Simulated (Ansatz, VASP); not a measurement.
**InP: VASP beside Ansatz**

INCAR

```
SYSTEM = InP
PREC = Accurate
ENCUT = 520
EDIFF = 1E-6
ISMEAR = 0
SIGMA = 0.01
LREAL = .FALSE.
LASPH = .TRUE.
NELM = 80
ALGO = Normal
ISIF = 2
LWAVE = .FALSE.
LCHARG = .FALSE.
GGA = PE
NBANDS = 16
```

File KPOINTS:

```
Automatic mesh
0
G
  6 6 6
  0 0 0
```

File POSCAR:

```
InP
1.0
    0.0000000000      3.0066507070      3.0066507070
    3.0066507070      0.0000000000      3.0066507070
    3.0066507070      3.0066507070      0.0000000000
In P
1 1
Direct
    0.0000000000      0.0000000000      0.0000000000
    0.2500000000      0.2500000000      0.2500000000
```

Input for Ansatz:

```yaml
crystal:
  lattice:
    - [0.0, 3.006650707041636, 3.006650707041636]
    - [3.006650707041636, 0.0, 3.006650707041636]
    - [3.006650707041636, 3.006650707041636, 0.0]
  atoms:
    - { symbol: In, position: [0.0, 0.0, 0.0] }
    - { symbol: P, position: [0.25, 0.25, 0.25] }
basis:
  ecutwfc: 500.0
kpoints:
  mp_grid:
    grid: [6, 6, 6]
hamiltonian:
  xc: pbe
  pseudopotentials:
    kind: paw
scf:
  convergence:
    dr2_threshold: 1.0e-09
  occupations:
    method: fixed
output:
  stress: true
```

Alike in both runs: task single point; functional PBE; k mesh 6 × 6 × 6; no spin polarisation.

|  | VASP | Ansatz |
| --- | --- | --- |
| version | VASP 6.6.1 | Ansatz 0.2.0 |
| potentials or method | VASP PAW PBE potentials, release 64 (In_d, P), cutoff 520 eV | plane waves, PAW |
| occupations | gaussian, width 0.01 eV | fixed |
| valence electrons in the cell | 18 | 18 |

|  | VASP | Ansatz | Ansatz less VASP |
| --- | --- | --- | --- |
| pressure (GPa) | -1.6 | -1.5 | +0.04 |

Ansatz's warnings: stress scf threshold loose.
